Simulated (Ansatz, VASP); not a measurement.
# Te in VASP and in Ansatz

INCAR

```
SYSTEM = Te
ALGO = Normal
EDIFF = 1E-6
ENCUT = 520
GGA = PS
ISIF = 2
ISMEAR = -1
LASPH = .True.
LCHARG = .False.
LREAL = .False.
LWAVE = .False.
NBANDS = 9
NELM = 100
PREC = Accurate
SIGMA = 0.05
```

File KPOINTS:

```
k-points
0
Gamma
  9 9 9
  0 0 0
```

File POSCAR:

```
Te
1.0
    2.3211756774      1.3401314022      1.7021523992
   -2.3211756774      1.3401314022      1.7021523992
    0.0000000000     -2.6802628044      1.7021523992
Te
1
Direct
    0.5000000000      0.5000000000      0.5000000000
```

File input.yaml:

```yaml
crystal:
  lattice:
    - [2.3211756774, 1.3401314022, 1.7021523992]
    - [-2.3211756774, 1.3401314022, 1.7021523992]
    - [0.0, -2.6802628044, 1.7021523992]
  atoms:
    - { symbol: Te, position: [0.5, 0.5, 0.5] }
hamiltonian:
  xc: pbesol
  pseudopotentials: { kind: paw }
kpoints:
  mp_grid: { grid: [9, 9, 9] }
scf:
  occupations: { method: fermi_dirac, width: 0.05 }
output:
  forces: true
  stress: true
  eigenvalues: true
```

Alike in both runs: task single point; functional PBEsol; k mesh 9 × 9 × 9; occupations fermi-dirac, width 0.05 eV; no spin polarisation.

|  | VASP | Ansatz |
| --- | --- | --- |
| version | VASP 6.6.1 | Ansatz 0.2.0 |
| potentials or method | VASP PAW PBE potentials, release 64 (Te) | Ansatz PAW |
| plane-wave cutoff (eV) | 520 | 420 |
| valence electrons in the cell | 6 | 16 |

Ansatz gave:

* gap on the k mesh at the Fermi level (eV): none
* pressure (GPa): -1.2
* traceless stress, the component that is largest in VASP (GPa): 0.30

Q: Which values does VASP return?

A: gap on the k mesh at the Fermi level (eV): none; pressure (GPa): -1.1; traceless stress, the component that is largest in VASP (GPa): 0.28.

VASP's potentials were made for PBE, not for PBEsol. A gap of «none» marks a metal or a gap that the smearing closes. With one functional, cell and mesh, what is left measures potentials, basis and numerics. VASP's potentials hold 6 valence electrons a cell and Ansatz's 16, so a difference there can come from the potentials and not from the codes.

Spin-orbit coupling is off throughout.
